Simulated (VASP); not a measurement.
# H11C2NO4 in VASP: a series of runs

The runs below take H11C2NO4 through single point, with PBE.

All numbers are computed with VASP 6.6.1; they aren't measurements. Logs are shortened: lines on timing, memory, paths and dates and some standing lists are left out, and cuts for length are marked.

## 1. The cell of the first run

The cell holds an amorphous packing of atoms, 18 atoms: a = 5.915 Å, b = 5.915 Å, c = 5.915 Å, α = 90.00°, β = 90.00°, γ = 90.00°.

## 2. Single point, PBE

INCAR

```
SYSTEM = H11C2NO4
PREC = Accurate
ENCUT = 520
EDIFF = 1E-7
ISMEAR = -1
SIGMA = 0.02
LREAL = Auto
LASPH = .TRUE.
NELM = 60
ALGO = Normal
ISIF = 2
LWAVE = .FALSE.
LCHARG = .TRUE.
GGA = PE
LELF = .TRUE.
LVHAR = .TRUE.
NBANDS = 39
```

KPOINTS

```
Automatic mesh
0
G
  1 1 1
  0 0 0
```

POSCAR

```
H11C2NO4
1.0
    5.9154820000      0.0000000000      0.0000000000
    0.0000000000      5.9154820000      0.0000000000
    0.0000000000      0.0000000000      5.9154820000
O H C N
4 11 2 1
Direct
    0.9731751360      0.1274790457      0.6338452217
    0.6363640359      0.5998834922      0.5517724507
    0.3858350004      0.9498634262      0.7562021151
    0.6327802198      1.0878910628      0.2234982711
    1.1190465967      0.0464374670      0.6505640622
    0.9976025622      0.2428542594      0.5241500185
    0.7515363921      0.7021405863      0.4864185201
    0.5140071426      0.5754898756      0.4317991332
    0.4604358529      1.0102642523      0.8949228482
    0.4867397112      0.8232972393      0.7096125049
    0.7183860926      1.0705805546      0.3665466314
    0.4983533041      1.1682902594      0.2800278997
    0.9236440919      0.8513084817      0.9330093473
    0.8998928574      0.5427621959      0.8996561903
    0.8192231842      0.6788119717      1.1329930511
    0.9541234341      0.6793529251      1.0046518610
    1.1619002475      0.6192056708      1.1042379979
    1.3299000825      0.5491353029      1.1817633796
```

Potentials or basis: VASP PAW PBE potentials, release 64 (O, H, C, N).

Command:

```console
$ cat potpaw_PBE.64/O/POTCAR potpaw_PBE.64/H/POTCAR potpaw_PBE.64/C/POTCAR potpaw_PBE.64/N/POTCAR > POTCAR
$ mpirun -np 1 vasp_gam > vasp.out
```

OUTCAR:

```text
SYSTEM = H11C2NO4
   PREC = Accurate
   ENCUT = 520
   EDIFF = 1E-7
   ISMEAR = -1
   LREAL = Auto
   LASPH = .TRUE.
   NELM = 60
   ISIF = 2
   GGA = PE

 ion  position               nearest neighbor table
   1  0.973  0.127  0.634-   6 0.95   5 0.99
   2  0.636  0.600  0.552-   7 0.99   8 1.02
   3  0.386  0.950  0.756-  10 1.00   9 1.00
   4  0.633  0.088  0.223-  12 0.99  11 0.99
   5  0.119  0.046  0.651-   1 0.99
   6  0.998  0.243  0.524-   1 0.95
   7  0.752  0.702  0.486-   2 0.99
   8  0.514  0.575  0.432-   2 1.02
   9  0.460  0.010  0.895-   3 1.00
  10  0.487  0.823  0.710-   3 1.00
  11  0.718  0.071  0.367-   4 0.99
  12  0.498  0.168  0.280-   4 0.99
  13  0.924  0.851  0.933-  16 1.12
  14  0.900  0.543  0.900-  16 1.07
  15  0.819  0.679  0.133-  16 1.10
  16  0.954  0.679  0.005-  14 1.07  15 1.10  13 1.12  17 1.41
  17  0.162  0.619  0.104-  18 1.17  16 1.41
  18  0.330  0.549  0.182-  17 1.17

  LATTYP: Found a simple cubic cell.
 ALAT       =     5.9154820000

  Lattice vectors:

 A1 = (   5.9154820000,   0.0000000000,   0.0000000000)
 A2 = (   0.0000000000,   5.9154820000,   0.0000000000)
 A3 = (   0.0000000000,   0.0000000000,   5.9154820000)

Analysis of symmetry for initial positions (statically):
=====================================================================
 Subroutine PRICEL returns:
 Original cell was already a primitive cell.

 Routine SETGRP: Setting up the symmetry group for a
 simple cubic supercell.

 Subroutine GETGRP returns: Found  1 space group operations
 (whereof  1 operations were pure point group operations)
 out of a pool of 48 trial point group operations.

The static configuration has the point symmetry C_1 .

Analysis of symmetry for dynamics (positions and initial velocities):
=====================================================================
 Subroutine PRICEL returns:
 Original cell was already a primitive cell.

 Routine SETGRP: Setting up the symmetry group for a
 simple cubic supercell.

 Subroutine GETGRP returns: Found  1 space group operations
 (whereof  1 operations were pure point group operations)
 out of a pool of 48 trial point group operations.

The dynamic configuration has the point symmetry C_1 .

 Subroutine INISYM returns: Found  1 space group operations
 (whereof  1 operations are pure point group operations),
[... 105 lines left out ...]
   LREAL  =      T    real-space projection
   EDIFFG = 0.1E-05   stopping-criterion for IOM
   NSW    =      0    number of steps for IOM
   IBRION =     -1    ionic relax: 0-MD 1-quasi-New 2-CG
   NFREE  =      0    steps in history (QN), initial steepest desc. (CG)
   ISIF   =      2    stress and relaxation
   ISYM   =      2    0-nonsym 1-usesym 2-fastsym
   POTIM  = 0.5000    time-step for ionic-motion
   TEBEG  =    0.0;   TEEND  =   0.0 temperature during run
   PSTRESS=    0.0 pullay stress
   NELECT =      48.0000    total number of electrons
   NUPDOWN=      -1.0000    fix difference up-down
   EMIN   =  10.00;   EMAX   =-10.00  energy-range for DOS
   EFERMI =   0.00;   METHOD = LEGACY
   ISMEAR =    -1;   SIGMA  =   0.02  broadening in eV -4-tet -1-fermi 0-gaus
   EFERMI_NEDOS =   21; number of points for ismear=-14 and -15
   IALGO  =     38    algorithm
   IMIX   =      4    mixing-type and parameters
     AMIX     =   0.40;   BMIX     =  1.00
     AMIX_MAG =   1.60;   BMIX_MAG =  1.00
  volume/ion in A,a.u.               =      11.50        77.61
  Fermi-wavevector in a.u.,A,eV,Ry     =   1.005769  1.900629 13.763275  1.011572
  Thomas-Fermi vector in A             =   2.138470
   LORBIT       =      0    0 simple, 1 ext, 2 COOP (PROOUT), +10 PAW based schemes
   GGA     = PE    functional components
   LHFCALC =     F    Hartree Fock is set to
   AEXX    =    0.0000 exact exchange contribution
   IVDW    =     0    specifies the selected vdW correction
   LEPSILON=     F    determine dielectric tensor
   LRPA    =     F    only Hartree local field effects (RPA)
 non-spin polarized calculation
  energy-cutoff  :      520.00
  volume of cell :      207.00
 maximum number of plane-waves:      2749
 NGX is ok and might be reduce to    42
   NGX = 21   NGY = 21   NGZ = 21

 number of electron      48.0000001 magnetization

 Free energy of the ion-electron system (eV)
  ---------------------------------------------------
  ext. energy  EPLUGINS =         0.00000000
  ---------------------------------------------------
  free energy    TOTEN  =       -94.83907447 eV

  energy without entropy =      -94.83907447  energy(sigma->0) =      -94.83907447

 E-fermi :  -3.3629     XC(G=0):  -6.6228

 val. band max:       -3.8672893021   @ k =   0.0000   0.0000   0.0000
 cond. band min:       1.0514264729   @ k =   0.0000   0.0000   0.0000
 fundamental gap:      4.9187157750
 Fermi energy:        -3.3628684641

 k-point     1 :       0.0000    0.0000    0.0000
  band No.  band energies     occupation
      1     -22.1350      2.00000
      2     -21.9135      2.00000
      3     -21.8876      2.00000
      4     -21.4848      2.00000
      5     -19.9280      2.00000
      6     -16.2713      2.00000
[... 28 lines left out ...]
     35       6.7998      0.00000
     36       7.4597      0.00000
 [bands above 36 left out]

------------------------ aborting loop because EDIFF is reached ----------------------------------------

  FORCE on cell =-STRESS in cart. coord.  units (eV):
  Direction    XX          YY          ZZ          XY          YZ          ZX
  --------------------------------------------------------------------------------------
  -------------------------------------------------------------------------------------
  Total       -2.3514148     -0.3848082     -0.4013798      0.5953689     -0.3099974     -1.6088974
  in kB      -18.1999176     -2.9784099     -3.1066739      4.6081473     -2.3993758    -12.4528428
  external PRESSURE =      -8.0950005 kB  Pullay stress =       0.0000000 kB

 VOLUME and BASIS-vectors are now :
 -----------------------------------------------------------------------------
  energy-cutoff  :      520.00
  volume of cell :      207.00
      direct lattice vectors                 reciprocal lattice vectors
     5.915482000  0.000000000  0.000000000     0.169047932  0.000000000  0.000000000
     0.000000000  5.915482000  0.000000000     0.000000000  0.169047932  0.000000000
     0.000000000  0.000000000  5.915482000     0.000000000  0.000000000  0.169047932

 POSITION                                       TOTAL-FORCE (eV/Angst)
 -----------------------------------------------------------------------------------
      5.75680      0.75410      3.74950        -0.241387     -1.020774      0.359695
      3.76440      3.54860      3.26400        -0.374434      0.241529     -0.573948
      2.28240      5.61890      4.47330         0.781457      0.032302      0.857637
      3.74320      0.51992      1.32210        -0.192286      0.200183      0.833301
      0.70422      0.27470      3.84840         0.040960      0.296858      0.100495
      5.90130      1.43660      3.10060         0.241387      0.799680     -0.552981
[... 10 lines left out ...]
      0.95772      3.66290      0.61662         1.205270     -0.110193      0.237412
      1.95152      3.24840      1.07522        -0.471638      0.147941      0.263381
 -----------------------------------------------------------------------------------
    total drift:                                0.002971      0.003579     -0.003628

  FREE ENERGIE OF THE ION-ELECTRON SYSTEM (eV)
  ---------------------------------------------------
  free  energy   TOTEN  =       -94.8390744739 eV

  energy  without entropy=      -94.8390744739  energy(sigma->0) =      -94.83907447
```

stdout:

```text
POSCAR found type information on POSCAR O H C N
 POSCAR found :  4 types and      18 ions
 scaLAPACK will be used
 LDA part: xc-table for (Slater+PW92), standard interpolation
 POSCAR, INCAR and KPOINTS ok, starting setup
 FFT: planning ... GRIDC
 FFT: planning ... GRID_SOFT
 FFT: planning ... GRID
 WAVECAR not read
 entering main loop
```

Wall time 20 s (1 thread of Intel Xeon Platinum 8488C (Sapphire Rapids), shared host); peak memory 0.31 GiB.

What came out:

* Free energy: -94.8391 eV
* Pressure: -0.8 GPa
* Largest force: 1.862 eV/Å
* Band gap on the k mesh: 4.92 eV

Forces on the atoms (eV/Å):
```
O   -0.241 -1.021  0.360
O   -0.374  0.242 -0.574
O    0.781  0.032  0.858
O   -0.192  0.200  0.833
H    0.041  0.297  0.100
H    0.241  0.800 -0.553
H   -0.714 -0.460  0.122
H    1.121  0.333  0.449
H   -0.469 -0.268 -0.791
H   -0.323  0.102 -0.111
H   -0.048  0.018 -0.436
H    0.313 -0.077 -0.372
H    0.847 -0.585 -0.110
H   -0.192 -0.569 -1.202
H   -0.116 -0.182  0.406
C   -1.407  1.102  0.520
C    1.205 -0.110  0.237
N   -0.472  0.148  0.263
```

Stress tensor (GPa, compression positive):
```
-1.82  0.46 -1.25
 0.46 -0.30 -0.24
-1.25 -0.24 -0.31
```

Caveat: the k points lie up to 1.06 Å⁻¹ apart.

## 3. Single point, PBE

INCAR

```
PREC = Accurate
ENCUT = 520
EDIFF = 1E-6
ISMEAR = -1
SIGMA = 0.02
LREAL = Auto
LASPH = T
NELM = 80
ALGO = Normal
ISIF = 2
LWAVE = F
LCHARG = F
GGA = PE
NBANDS = 39
```

KPOINTS

```
regular mesh
0
Gamma
  1 1 1
```

POSCAR

```
H11C2NO4
1.0
    5.9154820000      0.0000000000      0.0000000000
    0.0000000000      5.9154820000      0.0000000000
    0.0000000000      0.0000000000      5.9154820000
O H C N
4 11 2 1
Direct
    0.9513848576      0.1083428197      0.6445290511
    0.6586952678      0.6086570798      0.5510624493
    0.3856828573      0.9506748563      0.7879831263
    0.6333887923      1.0977803668      0.2291613769
    1.1043394266      0.0752094250      0.6853372219
    0.9305750571      0.2715924079      0.6376995146
    0.6751605364      0.7652799890      0.5171852437
    0.5171852437      0.5549167422      0.4701561090
    0.4854549469      1.0093175839      0.9101371621
    0.4370058095      0.8001714822      0.7318423080
    0.7603775990      1.1148711128      0.3421699195
    0.5332786069      1.2302125169      0.2588461938
    0.9567605818      0.8890061706      1.0304992898
    0.9919394565      0.6373445139      0.8658466039
    0.7964355229      0.6264747319      1.0910184496
    0.9612910664      0.6970184340      1.0278621421
    1.1459590275      0.6053268356      1.1504387977
    1.3074843267      0.5444357704      1.2398989634
```

Potentials or basis: VASP PAW PBE potentials, release 64 (O, H, C, N).

Command:

```console
$ cat potpaw_PBE.64/O/POTCAR potpaw_PBE.64/H/POTCAR potpaw_PBE.64/C/POTCAR potpaw_PBE.64/N/POTCAR > POTCAR
$ mpirun -np 1 vasp_gam > vasp.out
```

OUTCAR:

```text
PREC = Accurate
   ENCUT = 520
   EDIFF = 1E-6
   ISMEAR = -1
   LREAL = Auto
   LASPH = T
   NELM = 80
   ISIF = 2
   GGA = PE

 ion  position               nearest neighbor table
   1  0.951  0.108  0.645-   5 0.96   6 0.97
   2  0.659  0.609  0.551-   7 0.95   8 1.02
   3  0.386  0.951  0.788-   9 1.00  10 1.00
   4  0.633  0.098  0.229-  12 1.00  11 1.01
   5  0.104  0.075  0.685-   1 0.96
   6  0.931  0.272  0.638-   1 0.97
   7  0.675  0.765  0.517-   2 0.95
   8  0.517  0.555  0.470-   2 1.02
[... 255 lines left out ...]
  Total       -0.8024720     -2.4275796      1.8110757     -0.6386009     -0.9258455     -0.0718381
  in kB       -6.2111219    -18.7894322     14.0177001     -4.9427616     -7.1660313     -0.5560259
  external PRESSURE =      -3.6609513 kB  Pullay stress =       0.0000000 kB

 VOLUME and BASIS-vectors are now :
 -----------------------------------------------------------------------------
  energy-cutoff  :      520.00
  volume of cell :      207.00
      direct lattice vectors                 reciprocal lattice vectors
     5.915482000  0.000000000  0.000000000     0.169047932  0.000000000  0.000000000
     0.000000000  5.915482000  0.000000000     0.000000000  0.169047932  0.000000000
     0.000000000  0.000000000  5.915482000     0.000000000  0.000000000  0.169047932

 POSITION                                       TOTAL-FORCE (eV/Angst)
 -----------------------------------------------------------------------------------
      5.62790      0.64090      3.81270        -1.546590      0.318629     -0.638535
      3.89650      3.60050      3.25980        -1.000370     -1.681965      0.283844
      2.28150      5.62370      4.66130         0.002364     -0.070145      0.166012
      3.74680      0.57842      1.35560         0.383114      0.857741      0.861649
      0.61722      0.44490      4.05410         1.370368     -0.126764      0.270150
      5.50480      1.60660      3.77230         0.153200     -0.074385      0.148481
[... 10 lines left out ...]
      0.86342      3.58080      0.88992        -0.866061      1.062788     -0.111075
      1.81892      3.22060      1.41912         1.459270     -1.140915      1.029660
 -----------------------------------------------------------------------------------
    total drift:                               -0.000420      0.006973      0.007026

  FREE ENERGIE OF THE ION-ELECTRON SYSTEM (eV)
  ---------------------------------------------------
  free  energy   TOTEN  =       -94.9748357098 eV

  energy  without entropy=      -94.9748357098  energy(sigma->0) =      -94.97483571
```

stdout:

```text
POSCAR found type information on POSCAR O H C N
 POSCAR found :  4 types and      18 ions
 scaLAPACK will be used
 LDA part: xc-table for (Slater+PW92), standard interpolation
 POSCAR, INCAR and KPOINTS ok, starting setup
 FFT: planning ... GRIDC
 FFT: planning ... GRID_SOFT
 FFT: planning ... GRID
 WAVECAR not read
 entering main loop
```

Wall time 20 s (1 thread of Intel Xeon Platinum 8488C (Sapphire Rapids), shared host); peak memory 0.31 GiB.

What came out:

- Free energy: -94.9748 eV
- Pressure: -0.4 GPa
- Largest force: 2.560 eV/Å
- Band gap on the k mesh: 5.02 eV

Forces in eV/Å, atoms in the order of the input:
```
O   -1.547  0.319 -0.639
O   -1.000 -1.682  0.284
O    0.002 -0.070  0.166
O    0.383  0.858  0.862
H    1.370 -0.127  0.270
H    0.153 -0.074  0.148
H    0.096  1.086 -0.501
H    1.068  0.695  0.127
H   -0.243 -0.797 -0.648
H    0.260  0.918  0.709
H   -0.915 -0.152 -0.744
H    0.511 -0.658 -0.140
H    0.061 -1.161 -0.016
H   -0.157 -0.421 -2.520
H    0.422  0.302 -0.217
C   -1.058  1.045  1.939
C   -0.866  1.063 -0.111
N    1.459 -1.141  1.030
```

Stress tensor (GPa, compression positive):
```
-0.62 -0.49 -0.06
-0.49 -1.88 -0.72
-0.06 -0.72  1.40
```

Levels at points of the mesh, in eV from the valence-band top:
| k point | band 20 | band 21 | band 22 | band 23 | band 24 | band 25 | band 26 | band 27 | band 28 | band 29 |
| --- | --- | --- | --- | --- | --- | --- | --- | --- | --- | --- |
| (0.00, 0.00, 0.00) | -1.49 | -0.40 | -0.29 | -0.12 | 0.00 | 5.02 | 6.24 | 6.56 | 8.08 | 8.72 |

Caveat: the k points lie up to 1.06 Å⁻¹ apart.
